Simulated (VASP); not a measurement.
# Sr (P6_3/mmc) in VASP: single point with PBE

Aim: the single point of Sr with PBE.

Everything below comes from runs of VASP 6.6.1. Logs are shortened: lines on timing, memory, paths and dates and some standing lists are left out, and cuts for length are marked.

## (1) The cell of the first run

It takes space group P6_3/mmc (No. 194, hexagonal). The conventional cell has a = 4.310 Å, b = 4.310 Å, c = 7.050 Å, α = 90.00°, β = 90.00°, γ = 120.00°. Within 5.7 Å of Sr (site symmetry -6m2) lie 12 Sr at 4.31 Å.

## (2) Single point, PBE

INCAR reads:

```
SYSTEM = Sr
PREC     = Accurate       ! precision mode
ENCUT    = 520            ! plane-wave cutoff, eV
EDIFF    = 1E-6           ! SCF threshold, eV
ISMEAR   = -1             ! smearing method
SIGMA    = 0.15           ! smearing width, eV
LREAL    = .False.        ! projectors in reciprocal space
LASPH    = .True.         ! aspherical terms in the spheres
NELM     = 100            ! most SCF steps
ALGO     = Normal         ! electronic algorithm
ISIF     = 2              ! what is computed and relaxed
LWAVE    = .False.        ! write WAVECAR
LCHARG   = .False.        ! write CHGCAR
GGA      = PE             ! functional
NBANDS   = 17             ! bands
```

KPOINTS reads:

```
regular mesh
0
Gamma
  6 6 4
  0 0 0
```

POSCAR reads:

```
Sr
1.0
    4.3100000000      0.0000000000      0.0000000000
   -2.1550000000      3.7325694900      0.0000000000
    0.0000000000      0.0000000000      7.0500000000
Sr
2
Direct
    0.3333333333      0.6666666667      0.2500000000
    0.6666666667      0.3333333333      0.7500000000
```

Potentials or basis: VASP PAW PBE potentials, release 64 (Sr_sv).

Started as:

```sh
$ cat potpaw_PBE.64/Sr_sv/POTCAR > POTCAR
$ mpirun -np 1 vasp_std > vasp.out
```

OUTCAR:

```text
SYSTEM = Sr
   PREC = Accurate
   ENCUT = 520
   EDIFF = 1E-6
   ISMEAR = -1
   LREAL = .False.
   LASPH = .True.
   NELM = 100
   ISIF = 2
   GGA = PE

 ion  position               nearest neighbor table
   1  0.333  0.667  0.250-   2 4.31   2 4.31   2 4.31   2 4.31   2 4.31   2 4.31
   2  0.667  0.333  0.750-   1 4.31   1 4.31   1 4.31   1 4.31   1 4.31   1 4.31

  LATTYP: Found a hexagonal cell.
 ALAT       =     4.3100000000
 C/A-ratio  =     1.6357308585

  Lattice vectors:

 A1 = (   4.3100000000,   0.0000000000,   0.0000000000)
 A2 = (  -2.1550000000,   3.7325694900,   0.0000000000)
 A3 = (   0.0000000000,   0.0000000000,   7.0500000000)

Analysis of symmetry for initial positions (statically):
=====================================================================
 Subroutine PRICEL returns:
 Original cell was already a primitive cell.

 Routine SETGRP: Setting up the symmetry group for a
 hexagonal supercell.

 Subroutine GETGRP returns: Found 24 space group operations
 (whereof 12 operations were pure point group operations)
 out of a pool of 24 trial point group operations.

The static configuration has the point symmetry D_3d.
 The point group associated with its full space group is D_6h.

Analysis of symmetry for dynamics (positions and initial velocities):
=====================================================================
 Subroutine PRICEL returns:
 Original cell was already a primitive cell.

 Routine SETGRP: Setting up the symmetry group for a
 hexagonal supercell.

 Subroutine GETGRP returns: Found 24 space group operations
 (whereof 12 operations were pure point group operations)
 out of a pool of 24 trial point group operations.

The dynamic configuration has the point symmetry D_3d.
 The point group associated with its full space group is D_6h.

 Subroutine INISYM returns: Found 24 space group operations
 (whereof 12 operations are pure point group operations),
 and found     1 'primitive' translations

----------------------------------------------------------------------------------------

                                     Primitive cell

  volume of cell :     113.4160

  direct lattice vectors                    reciprocal lattice vectors
     4.310000000  0.000000000  0.000000000     0.232018561  0.133955979  0.000000000
    -2.155000000  3.732569490  0.000000000     0.000000000  0.267911958  0.000000000
     0.000000000  0.000000000  7.050000000     0.000000000  0.000000000  0.141843972
[... 77 lines left out ...]
   LASPH  =      T    aspherical Exc in radial PAW
   ENCUT  =  520.0 eV  38.22 Ry    6.18 a.u.   8.01  8.01 13.11*2*pi/ulx,y,z
   NELM   =    100;   NELMIN=  2; NELMDL= -5     # of ELM steps
   EDIFF  = 0.1E-05   stopping-criterion for ELM
   LREAL  =      F    real-space projection
   EDIFFG = 0.1E-04   stopping-criterion for IOM
   NSW    =      0    number of steps for IOM
   IBRION =     -1    ionic relax: 0-MD 1-quasi-New 2-CG
   NFREE  =      0    steps in history (QN), initial steepest desc. (CG)
   ISIF   =      2    stress and relaxation
   ISYM   =      2    0-nonsym 1-usesym 2-fastsym
   POTIM  = 0.5000    time-step for ionic-motion
   TEBEG  =    0.0;   TEEND  =   0.0 temperature during run
   PSTRESS=    0.0 pullay stress
   NELECT =      20.0000    total number of electrons
   NUPDOWN=      -1.0000    fix difference up-down
   EMIN   =  10.00;   EMAX   =-10.00  energy-range for DOS
   EFERMI =   0.00;   METHOD = LEGACY
   ISMEAR =    -1;   SIGMA  =   0.15  broadening in eV -4-tet -1-fermi 0-gaus
   EFERMI_NEDOS =   21; number of points for ismear=-14 and -15
   IALGO  =     38    algorithm
   IMIX   =      4    mixing-type and parameters
     AMIX     =   0.40;   BMIX     =  1.00
     AMIX_MAG =   1.60;   BMIX_MAG =  1.00
  volume/ion in A,a.u.               =      56.71       382.68
  Fermi-wavevector in a.u.,A,eV,Ry     =   0.918037  1.734838 11.466874  0.842791
  Thomas-Fermi vector in A             =   2.043073
   LORBIT       =      0    0 simple, 1 ext, 2 COOP (PROOUT), +10 PAW based schemes
   GGA     = PE    functional components
   LHFCALC =     F    Hartree Fock is set to
   AEXX    =    0.0000 exact exchange contribution
   IVDW    =     0    specifies the selected vdW correction
   LEPSILON=     F    determine dielectric tensor
   LRPA    =     F    only Hartree local field effects (RPA)
 non-spin polarized calculation
  energy-cutoff  :      520.00
  volume of cell :      113.42
 maximum number of plane-waves:      3090
   NGX = 17   NGY = 17   NGZ = 27

 number of electron      20.0000000 magnetization

 Free energy of the ion-electron system (eV)
  ---------------------------------------------------
  ext. energy  EPLUGINS =         0.00000000
  ---------------------------------------------------
  free energy    TOTEN  =        -3.36321215 eV

  energy without entropy =       -3.13736477  energy(sigma->0) =       -3.25028846

 E-fermi :   1.4360     XC(G=0):  -7.2559

 val. band max:        1.4001384363   @ k =   0.1667   0.1667   0.0000
 cond. band min:       1.4396084727   @ k =   0.3333   0.3333   0.2500
 fundamental gap:      0.0394700364
 Fermi energy:         1.4360106243

 k-point     1 :       0.0000    0.0000    0.0000
  band No.  band energies     occupation
      1     -35.1788      2.00000
      2     -35.1669      2.00000
      3     -17.2452      2.00000
      4     -17.0979      2.00000
      5     -17.0979      2.00000
      6     -17.0739      2.00000
[... 397 lines left out ...]
      4     -17.2126      2.00000
      5     -17.1790      2.00000
      6     -17.1790      2.00000
[... 9 lines left out ...]
     16       4.2926      0.00000
     17       5.5427      0.00000

------------------------ aborting loop because EDIFF is reached ----------------------------------------

  FORCE on cell =-STRESS in cart. coord.  units (eV):
  Direction    XX          YY          ZZ          XY          YZ          ZX
  --------------------------------------------------------------------------------------
  -------------------------------------------------------------------------------------
  Total       -0.1906399     -0.1906399     -0.1879742      0.0000000     -0.0000000      0.0000000
  in kB       -2.6930855     -2.6930855     -2.6554286      0.0000000     -0.0000000      0.0000000
  external PRESSURE =      -2.6805332 kB  Pullay stress =       0.0000000 kB

 VOLUME and BASIS-vectors are now :
 -----------------------------------------------------------------------------
  energy-cutoff  :      520.00
  volume of cell :      113.42
      direct lattice vectors                 reciprocal lattice vectors
     4.310000000  0.000000000  0.000000000     0.232018561  0.133955979  0.000000000
    -2.155000000  3.732569490  0.000000000     0.000000000  0.267911958  0.000000000
     0.000000000  0.000000000  7.050000000     0.000000000  0.000000000  0.141843972

 POSITION                                       TOTAL-FORCE (eV/Angst)
 -----------------------------------------------------------------------------------
     -0.00000      2.48838      1.76250         0.000000      0.000000     -0.000000
      2.15500      1.24419      5.28750         0.000000      0.000000      0.000000
 -----------------------------------------------------------------------------------
    total drift:                               -0.000000      0.000000     -0.000000

  FREE ENERGIE OF THE ION-ELECTRON SYSTEM (eV)
  ---------------------------------------------------
  free  energy   TOTEN  =        -3.3632121546 eV

  energy  without entropy=       -3.1373647693  energy(sigma->0) =       -3.25028846
```

OSZICAR:

```text
N       E                     dE             d eps       ncg     rms          rms(c)
DAV:   1     0.110101589444E+03    0.11010E+03   -0.94305E+03   714   0.984E+02
DAV:   2     0.544323283423E+01   -0.10466E+03   -0.10258E+03   912   0.229E+02
DAV:   3    -0.317752807871E+01   -0.86208E+01   -0.85880E+01  1320   0.474E+01
DAV:   4    -0.335105556469E+01   -0.17353E+00   -0.17312E+00   961   0.659E+00
DAV:   5    -0.335528529803E+01   -0.42297E-02   -0.42294E-02  1191   0.748E-01    0.159E+01
DAV:   6    -0.335952020287E+01   -0.42349E-02   -0.14707E-02   913   0.125E+00    0.896E+00
DAV:   7    -0.336303713808E+01   -0.35169E-02   -0.24660E-02   872   0.161E+00    0.461E-01
DAV:   8    -0.336312134040E+01   -0.84202E-04   -0.30281E-03  1112   0.286E-01    0.167E-01
DAV:   9    -0.336318359164E+01   -0.62251E-04   -0.12936E-04  1027   0.640E-02    0.479E-02
DAV:  10    -0.336321395046E+01   -0.30359E-04   -0.16743E-05   897   0.290E-02    0.227E-02
DAV:  11    -0.336321281727E+01    0.11332E-05   -0.73237E-07   735   0.589E-03    0.350E-03
DAV:  12    -0.336321215455E+01    0.66271E-06   -0.30323E-07   581   0.318E-03
   1 F= -.33632122E+01 E0= -.32502885E+01  d E =-.225847E+00
```

stdout:

```text
POSCAR found type information on POSCAR Sr
 POSCAR found :  1 types and       2 ions
 scaLAPACK will be used
 LDA part: xc-table for (Slater+PW92), standard interpolation
 POSCAR, INCAR and KPOINTS ok, starting setup
 FFT: planning ... GRIDC
 FFT: planning ... GRID_SOFT
 FFT: planning ... GRID
 WAVECAR not read
 entering main loop
```

Wall time 27 s (1 thread of Intel Xeon Platinum 8259CL at 2.50GHz (Skylake/Cascade Lake), shared host); peak memory 0.23 GiB.

Results:

```yaml
Free_energy: -3.3632 eV
Pressure: -0.3 GPa
Band_gap_on_the_k_mesh: zero (band 10 reaches 1.61 eV, above the bottom of band 11 at 1.37 eV)
```

Levels at points of the mesh, in eV from the Fermi level:
```csv
k point,band 6,band 7,band 8,band 9,band 10,band 11,band 12,band 13,band 14,band 15
"(0.00, 0.00, 0.00)",-18.51,-18.51,-18.51,-3.55,-1.07,0.07,2.32,2.32,2.32,2.72
"(0.50, 0.00, 0.00)",-18.57,-18.55,-18.53,-1.06,-0.50,0.14,0.31,1.33,1.89,2.22
"(0.00, 0.00, 0.50)",-18.52,-18.52,-18.52,-2.64,-2.64,1.31,1.31,2.32,2.32,2.32
"(0.50, 0.00, 0.50)",-18.55,-18.55,-18.55,-0.74,-0.74,0.27,0.27,1.37,1.37,2.98
```
